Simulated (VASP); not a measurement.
# TaN (Fm-3m) in VASP: a series of runs, part 2 of 2

VASP 6.6.1. The steps go on from the part before.

**3. Relaxation of cell and atoms, PBEsol, target pressure 50 GPa, at which the enthalpy is minimised**

This run uses another cell than the first one, of 10.48 Å³/atom, 1.117 times its volume.

The input, INCAR:

```
PREC     = Accurate       # precision mode
ENCUT    = 600            # plane-wave cutoff, eV
EDIFF    = 1E-6           # SCF threshold, eV
ISMEAR   = -1             # smearing method
SIGMA    = 0.15           # smearing width, eV
LREAL    = False          # projectors in reciprocal space
LASPH    = True           # aspherical terms in the spheres
NELM     = 100            # most SCF steps
ALGO     = Normal         # electronic algorithm
ISIF     = 3              # what is computed and relaxed
LWAVE    = False          # write WAVECAR
LCHARG   = False          # write CHGCAR
GGA      = PS             # functional
IBRION   = 2              # ionic algorithm
NSW      = 80             # ionic steps
EDIFFG   = -0.001         # ionic threshold
PSTRESS  = 500.0
```

The input, KPOINTS:

```
Automatic mesh
0
Gamma
  16 16 16
```

The input, POSCAR:

```
TaN
1.0
    0.0000000000      2.1884211797      2.1884211797
    2.1884211797      0.0000000000      2.1884211797
    2.1884211797      2.1884211797      0.0000000000
Ta N
1 1
Direct
    0.5000000000      0.5000000000      0.5000000000
    0.0000000000      0.0000000000      0.0000000000
```

Potentials or basis: VASP PAW PBE potentials, release 64 (Ta_pv, N).

Started as:

```bash
> cat potpaw_PBE.64/Ta_pv/POTCAR potpaw_PBE.64/N/POTCAR > POTCAR
> mpirun -np 1 vasp_std > vasp.out
```

OUTCAR:

```text
PREC = Accurate
   ENCUT = 600
   EDIFF = 1E-6
   ISMEAR = -1
   LREAL = False
   LASPH = True
   NELM = 100
   ISIF = 3
   GGA = PS
   IBRION = 2
   NSW = 80
   EDIFFG = -0.001
   PSTRESS = 500.0

 ion  position               nearest neighbor table
   1  0.500  0.500  0.500-   2 2.19   2 2.19   2 2.19   2 2.19   2 2.19   2 2.19
   2  0.000  0.000  0.000-   1 2.19   1 2.19   1 2.19   1 2.19   1 2.19   1 2.19

  LATTYP: Found a face centered cubic cell.
 ALAT       =     4.3768423594

  Lattice vectors:

 A1 = (   0.0000000000,   2.1884211797,   2.1884211797)
 A2 = (   2.1884211797,   0.0000000000,   2.1884211797)
 A3 = (   2.1884211797,   2.1884211797,   0.0000000000)

Analysis of symmetry for initial positions (statically):
=====================================================================
 Subroutine PRICEL returns:
 Original cell was already a primitive cell.

 Routine SETGRP: Setting up the symmetry group for a
 face centered cubic supercell.

 Subroutine GETGRP returns: Found 48 space group operations
[... 9 lines left out ...]

 Routine SETGRP: Setting up the symmetry group for a
 face centered cubic supercell.

 Subroutine GETGRP returns: Found 48 space group operations
[... 11 lines left out ...]
                                     Primitive cell

  volume of cell :      20.9615

  direct lattice vectors                    reciprocal lattice vectors
[... 134 lines left out ...]
  free energy    TOTEN  =       -23.24366802 eV

  energy without entropy =      -23.18293162  energy(sigma->0) =      -23.21329982

 E-fermi :   9.5302     XC(G=0): -13.6679

 val. band max:        9.5226434945   @ k =  -0.2500   0.3750   0.1250
 cond. band min:       9.5370356387   @ k =  -0.3125   0.3125   0.1250
 fundamental gap:      0.0143921442
 Fermi energy:         9.5301758741

 k-point     1 :       0.0000    0.0000    0.0000
  band No.  band energies     occupation
      1     -26.1338      2.00000
      2     -26.1338      2.00000
      3     -26.1338      2.00000
      4      -9.3879      2.00000
      5       5.7031      2.00000
      6       5.7031      2.00000
      7       5.7031      2.00000
      8       7.3716      2.00000
      9       7.3716      2.00000
     10       7.3716      2.00000
     11       9.5705      0.86648
     12       9.5705      0.86646
[... 454 lines left out ...]
  energy  without entropy=      -22.9772942272  energy(sigma->0) =      -23.00458784

  enthalpy is  TOTEN    =       -17.0486086090 eV   P V=        5.9832728471

[... ionic steps 4 to 16 ...]

--------------------------------------- Ionic step       17  -------------------------------------------

 number of electron      16.0000001 magnetization

------------------------ aborting loop because EDIFF is reached ----------------------------------------
[... 71 lines left out ...]
--------------------------------------- Ionic step       19  -------------------------------------------

 number of electron      16.0000001 magnetization

 Free energy of the ion-electron system (eV)
  ---------------------------------------------------
  ext. energy  EPLUGINS =         0.00000000
  ---------------------------------------------------
  free energy    TOTEN  =       -22.93529331 eV

  energy without entropy =      -22.88181659  energy(sigma->0) =      -22.90855495

 E-fermi :  10.7954     XC(G=0): -14.2705

 val. band max:       10.7910362475   @ k =  -0.3125   0.3125   0.1250
 cond. band min:      10.8036810820   @ k =  -0.4375   0.1875   0.0000
 fundamental gap:      0.0126448344
 Fermi energy:        10.7954119367

 k-point     1 :       0.0000    0.0000    0.0000
  band No.  band energies     occupation
      1     -24.6558      2.00000
      2     -24.6558      2.00000
      3     -24.6558      2.00000
      4      -9.0192      2.00000
      5       6.6643      2.00000
      6       6.6643      2.00000
      7       6.6643      2.00000
      8       8.3058      2.00000
      9       8.3058      2.00000
     10       8.3058      2.00000
     11      10.8572      0.79695
     12      10.8572      0.79695
[... 378 lines left out ...]
  energy  without entropy=      -22.8818165907  energy(sigma->0) =      -22.90855495

  enthalpy is  TOTEN    =       -17.0594453199 eV   P V=        5.8758479851

 reached required accuracy - stopping structural energy minimisation
```

OSZICAR:

```text
N       E                     dE             d eps       ncg     rms          rms(c)
DAV:   1     0.957095911942E+02    0.95710E+02   -0.10178E+04  3480   0.158E+03
DAV:   2    -0.217504480538E+02   -0.11746E+03   -0.11094E+03  4016   0.366E+02
DAV:   3    -0.259684920865E+02   -0.42180E+01   -0.40875E+01  4356   0.645E+01
[... 112 lines left out ...]
DAV:   3    -0.229352946580E+02    0.11677E-05   -0.36280E-06  3780   0.235E-02    0.191E-03
DAV:   4    -0.229352947618E+02   -0.10371E-06   -0.36606E-08  1740   0.241E-03
  18 F= -.17059445E+02 E0= -.17032707E+02  d E =-.677500E-04
       N       E                     dE             d eps       ncg     rms          rms(c)
DAV:   1    -0.229352933024E+02    0.13557E-05   -0.87303E-09  1740   0.990E-04    0.206E-04
DAV:   2    -0.229352933051E+02   -0.27217E-08   -0.12841E-09  1740   0.449E-04
  19 F= -.17059445E+02 E0= -.17032707E+02  d E =-.718288E-07
```

Wall time 9.5 min (1 thread of AMD EPYC 7R13, shared host); peak memory 0.18 GiB.

What came out:

| Item | Value |
| --- | --- |
| Free energy | -22.9353 eV |
| Relaxed volume | 9.41 Å³/atom |
| Relaxed cell | a = 2.986 Å, b = 2.986 Å, c = 2.986 Å, α = 60.00°, β = 60.00°, γ = 60.00° |
| Space group after relaxing (to 0.05 Å) | Fm-3m (No. 225) |
| Energy change on relaxing (the enthalpy is what falls) | +154.2 meV/atom |
| Ionic steps | 19 |
| Pressure after relaxing | 50.0 GPa |
| Band gap on the k mesh | zero (band 8 reaches 13.12 eV, above the bottom of band 9 at 8.31 eV) |

The path:
```
step  energy change (eV)  largest force (eV/Å)  pressure (GPa)  volume (Å³)
   1              0.0000                0.0000            0.89        20.96
   2              9.1261                0.0000          548.83        12.65
   3              0.2118                0.0000           40.09        19.17
   4              0.2702                0.0000           46.21        18.96
   5              0.3092                0.0000           50.05        18.83
   6              0.2964                0.0000           48.87        18.87
   7              0.2974                0.0000           48.91        18.86
   8              0.3003                0.0000           49.19        18.85
   9              0.3003                0.0000           49.20        18.85
  10              0.3005                0.0000           49.21        18.85
  11              0.3007                0.0000           49.22        18.85
  12              0.3013                0.0000           49.25        18.85
  13              0.3024                0.0000           49.39        18.85
  14              0.3045                0.0000           49.61        18.84
  15              0.3089                0.0000           50.02        18.83
  16              0.3087                0.0000           50.03        18.83
  17              0.3066                0.0000           49.82        18.83
  18              0.3084                0.0000           49.98        18.83
  19              0.3084                0.0000           49.98        18.83
```

Final structure:
```cif
data_structure
_symmetry_space_group_name_H-M 'P 1'
_symmetry_Int_Tables_number 1
_cell_length_a 2.9861
_cell_length_b 2.9861
_cell_length_c 2.9861
_cell_angle_alpha 60.000
_cell_angle_beta 60.000
_cell_angle_gamma 60.000
_cell_volume 18.83
loop_
_atom_site_label
_atom_site_type_symbol
_atom_site_fract_x
_atom_site_fract_y
_atom_site_fract_z
_atom_site_occupancy
Ta1 Ta 0.50000 0.50000 0.50000 1
N1 N 0.00000 0.00000 0.00000 1
```

Caveat: the cell is relaxed towards a set pressure, so the enthalpy falls and the energy may rise; the PAW data sets were made with another functional, which shifts forces and pressure a little; spin-orbit coupling is left out, which moves the levels of the heavy elements.

**4. Single point, PBEsol**

This run uses another cell than the first one, of 10.42 Å³/atom, 1.110 times its volume.

The input, INCAR:

```
PREC = Accurate ; ENCUT = 600
EDIFF = 1E-6 ; ISMEAR = -1
SIGMA = 0.15 ; LREAL = F
LASPH = T ; NELM = 120
ALGO = Normal ; ISIF = 2
LWAVE = F ; LCHARG = F
GGA = PS ; NBANDS = 16
GGA_COMPAT = F
```

The input, KPOINTS:

```
regular mesh
0
Gamma
  16 16 16
```

The input, POSCAR:

```
TaN
1.0
    0.0000000000      2.1843808152      2.1843808152
    2.1843808152      0.0000000000      2.1843808152
    2.1843808152      2.1843808152      0.0000000000
Ta N
1 1
Direct
    0.5000000000      0.5000000000      0.5000000000
    0.0000000000      0.0000000000      0.0000000000
```

Potentials or basis: VASP PAW PBE potentials, release 64 (Ta_sv_GW, N).

Started as:

```bash
> cat potpaw_PBE.64/Ta_sv_GW/POTCAR potpaw_PBE.64/N/POTCAR > POTCAR
> mpirun -np 1 vasp_std > vasp.out
```

It took 52 s on 1 thread of Intel Xeon Platinum 8488C (Sapphire Rapids), shared host; peak memory 0.21 GiB.

The run converged. Its results:

| Item | Value |
| --- | --- |
| Free energy | -25.7864 eV |
| Pressure | 2.1 GPa |
| Band gap on the k mesh | zero (band 9 reaches 15.93 eV, above the bottom of band 10 at 11.78 eV) |

Levels at points of the mesh, in eV from the Fermi level:
```csv
k point,band 5,band 6,band 7,band 8,band 9,band 10,band 11,band 12,band 13,band 14
"(0.00, 0.00, 0.00)",-18.94,-3.84,-3.84,-3.84,-2.17,-2.17,-2.17,0.05,0.05,1.71
"(0.50, 0.00, 0.00)",-15.76,-10.55,-7.72,-7.72,1.99,1.99,2.08,3.84,7.78,7.78
"(0.50, 0.50, 0.00)",-17.68,-6.65,-5.62,-4.65,-4.65,2.18,3.70,3.70,4.79,6.97
```

Caveat: the PAW data sets were made with another functional, which shifts forces and pressure a little; spin-orbit coupling is left out, which moves the levels of the heavy elements.

**5. Single point, PBEsol**

This run uses another cell than the first one, of 10.48 Å³/atom, 1.117 times its volume.

The input, INCAR:

```
SYSTEM = TaN
PREC = Accurate ; ENCUT = 600
EDIFF = 1E-6 ; ISMEAR = -1
SIGMA = 0.15 ; LREAL = .FALSE.
LASPH = .TRUE. ; NELM = 120
ALGO = Normal ; ISIF = 2
LWAVE = .FALSE. ; LCHARG = .FALSE.
GGA = PS ; NBANDS = 16
GGA_COMPAT = .FALSE.
```

The input, KPOINTS:

```
Automatic mesh
0
G
  16 16 16
  0 0 0
```

The input, POSCAR:

```
TaN
1.0
    0.0000000000      2.1884211797      2.1884211797
    2.1884211797      0.0000000000      2.1884211797
    2.1884211797      2.1884211797      0.0000000000
Ta N
1 1
Direct
    0.5000000000      0.5000000000      0.5000000000
    0.0000000000      0.0000000000      0.0000000000
```

Started as:

```bash
> cat potpaw_PBE.64/Ta_sv_GW/POTCAR potpaw_PBE.64/N/POTCAR > POTCAR
> mpirun -np 1 vasp_std > vasp.out
```

It took 69 s on 1 thread of Intel Xeon Platinum 8488C (Sapphire Rapids), shared host; peak memory 0.21 GiB.

Results (log left out):

```yaml
Free_energy: -25.7874 eV
Pressure: 0.1 GPa
Band_gap_on_the_k_mesh: zero (band 9 reaches 15.83 eV, above the bottom of band 10 at 11.70 eV)
```

Levels at points of the mesh, in eV from the Fermi level:
| k point | band 5 | band 6 | band 7 | band 8 | band 9 | band 10 | band 11 | band 12 | band 13 | band 14 |
| --- | --- | --- | --- | --- | --- | --- | --- | --- | --- | --- |
| (0.00, 0.00, 0.00) | -18.90 | -3.83 | -3.83 | -3.83 | -2.15 | -2.15 | -2.15 | 0.05 | 0.05 | 1.66 |
| (0.50, 0.00, 0.00) | -15.75 | -10.50 | -7.68 | -7.68 | 1.97 | 1.97 | 2.06 | 3.83 | 7.72 | 7.72 |
| (0.50, 0.50, 0.00) | -17.63 | -6.64 | -5.58 | -4.63 | -4.63 | 2.16 | 3.67 | 3.67 | 4.73 | 6.90 |

Caveat: the PAW data sets were made with another functional, which shifts forces and pressure a little; spin-orbit coupling is left out, which moves the levels of the heavy elements.

**6. Single point, PBEsol (volume scaled by 0.97)**

The input, INCAR:

```
SYSTEM = TaN
  ALGO = Normal
  EDIFF = 1E-6
  ENCUT = 600
  GGA = PS
  GGA_COMPAT = .False.
  ISIF = 2
  ISMEAR = 0
  LASPH = .True.
  LCHARG = .True.
  LELF = .True.
  LREAL = .False.
  LVHAR = .True.
  LWAVE = .False.
  NBANDS = 16
  NELM = 120
  PREC = Accurate
  SIGMA = 0.1
```

The input, KPOINTS:

```
k-points
0
Gamma
  16 16 16
  0 0 0
```

The input, POSCAR:

```
TaN
1.0
    0.0000000000      2.1657437489      2.1657437489
    2.1657437489      0.0000000000      2.1657437489
    2.1657437489      2.1657437489      0.0000000000
Ta N
1 1
Direct
    0.5000000000      0.5000000000      0.5000000000
    0.0000000000      0.0000000000      0.0000000000
```

Potentials or basis: VASP PAW PBE potentials, release 64 (Ta_sv_GW, N).

Started as:

```bash
> cat potpaw_PBE.64/Ta_sv_GW/POTCAR potpaw_PBE.64/N/POTCAR > POTCAR
> mpirun -np 1 vasp_std > vasp.out
```

It took 31 s on 1 thread of AMD EPYC 9R14 (Zen 4), shared host; peak memory 0.17 GiB.

Results (log left out):

* Free energy: -25.7332 eV
* Pressure: 11.8 GPa
* Band gap on the k mesh: zero (band 9 reaches 16.42 eV, above the bottom of band 10 at 12.11 eV)

Levels at points of the mesh, in eV from the Fermi level:
```
           k point  band 5  band 6  band 7  band 8  band 9  band 10  band 11  band 12  band 13  band 14
(0.00, 0.00, 0.00)  -19.15   -3.91   -3.91   -3.91   -2.24    -2.24    -2.24     0.06     0.06     1.94
(0.50, 0.00, 0.00)  -15.80  -10.76   -7.91   -7.91    2.07     2.07     2.16     3.93     8.07     8.07
(0.50, 0.50, 0.00)  -17.89   -6.70   -5.80   -4.70   -4.70     2.26     3.85     3.85     5.08     7.28
```

Caveat: the cell differs from its parent crystal (volume scaled by 0.97); the PAW data sets were made with another functional, which shifts forces and pressure a little; spin-orbit coupling is left out, which moves the levels of the heavy elements.

**7. The runs side by side**

| task | potentials or basis | cell | cutoff (eV) | smearing | second run | gap on the mesh (eV) | pressure (GPa) |
| --- | --- | --- | --- | --- | --- | --- | --- |
| single point | VASP PAW PBE potentials, release 64 (Ta_pv, N) | a = 2.983 Å, angles 60.0°, 2 atoms | 520 | fermi-dirac 0.15 eV | - | none | 51.8 |
| relaxation of cell and atoms | VASP PAW PBE potentials, release 64 (Ta_pv, N) | relaxed to 50 GPa from a = 3.095 Å, angles 60.0°, 2 atoms | 600 | fermi-dirac 0.15 eV | - | none | 50.0 |
| single point | VASP PAW PBE potentials, release 64 (Ta_sv_GW, N) | a = 3.089 Å, angles 60.0°, 2 atoms | 600 | fermi-dirac 0.15 eV | valence_matched | none | 2.1 |
| single point | VASP PAW PBE potentials, release 64 (Ta_sv_GW, N) | a = 3.095 Å, angles 60.0°, 2 atoms | 600 | fermi-dirac 0.15 eV | valence_matched | none | 0.1 |
| single point | VASP PAW PBE potentials, release 64 (Ta_sv_GW, N) | a = 3.063 Å, angles 60.0°, 2 atoms | 600 | gaussian 0.1 eV | valence_matched | none | 11.8 |

Alike in all rows: level PBEsol; no spin polarisation; k mesh 16 × 16 × 16.

Caveats: the PAW data sets were made with another functional, which shifts forces and pressure a little; spin-orbit coupling is left out, which moves the levels of the heavy elements; the cell is relaxed towards a set pressure, so the enthalpy falls and the energy may rise (some runs).

Total energies depend on the potentials used, so only differences within one code and one set of settings carry meaning.
